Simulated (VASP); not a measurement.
**SiC: relaxation of shape and atoms at fixed volume with PBEsol**

SiC:

```
Si C
1.0
     3.13613    0.00000    0.00000
    -1.56807    2.71597    0.00000
     0.00000    0.00000    5.14671
Si C
2 2
Direct
  0.33333 0.66667 0.00458
  0.66667 0.33333 0.50458
  0.33333 0.66667 0.38042
  0.66667 0.33333 0.88042
```

This cell differs from its parent crystal: volume scaled by 1.06.

```yaml
Program: VASP 6.6.1
Task: relaxation of shape and atoms at fixed volume
Functional: PBEsol
Potentials_or_basis: VASP PAW PBE potentials, release 64 (Si, C)
Cutoff: 600 eV
k_mesh: 12 × 12 × 6
Occupations: gaussian, width 0.02 eV
Spin: no spin polarisation
Dipole_correction: no
Further_INCAR_settings: ALGO = Normal; EDIFF = 1e-07; IBRION = 2; EDIFFG = -0.01; NSW = 50; ISIF = 4
```

```yaml
Energy_gained_by_relaxing: 0.0 meV/atom
Ionic_steps: 2
Pressure_after_relaxing: -11.4 GPa
Largest_force_after_relaxing: 0.009 eV/Å
Band_gap_on_the_k_mesh: 2.22 eV, indirect (least direct gap 3.75 eV)
```

Forces on the atoms (eV/Å):
```
Si   0.000  0.000  0.009
Si   0.000  0.000  0.009
C    0.000  0.000 -0.009
C    0.000  0.000 -0.009
```

Stress tensor (GPa, compression positive):
```
-11.29   0.00   0.00
  0.00 -11.29   0.00
  0.00   0.00 -11.48
```

Final structure:
```yaml
crystal:
  lattice:
    - [3.13533, 0.00000, 0.00000]
    - [-1.56767, 2.71528, 0.00000]
    - [0.00000, 0.00000, 5.14932]
  atoms:
    - { symbol: Si, position: [0.33333, 0.66667, 0.00451] }
    - { symbol: Si, position: [0.66667, 0.33333, 0.50451] }
    - { symbol: C, position: [0.33333, 0.66667, 0.38049] }
    - { symbol: C, position: [0.66667, 0.33333, 0.88049] }
```

Levels at points of the mesh, in eV from the valence-band top:
```tsv
k point	band 6	band 7	band 8	band 9	band 10	band 11
(0.00, 0.00, 0.00)	-0.11	0.00	0.00	4.28	5.53	6.27
(0.50, 0.00, 0.00)	-3.22	-3.17	-1.18	2.57	4.06	6.36
(0.00, 0.00, 0.50)	-0.70	-0.70	-0.70	5.35	5.35	6.97
(0.50, 0.00, 0.50)	-2.38	-2.28	-2.28	3.05	3.05	4.92
```

Wall time 55 s on 1 thread of Intel(R) Xeon(R) Platinum 8259CL CPU @ 2.50GHz (Skylake/Cascade Lake), on a shared host, peak memory 0.19 GiB.

Caveat: the PAW data sets were made with another functional, which shifts forces and pressure a little. A k mesh can miss the band edges.
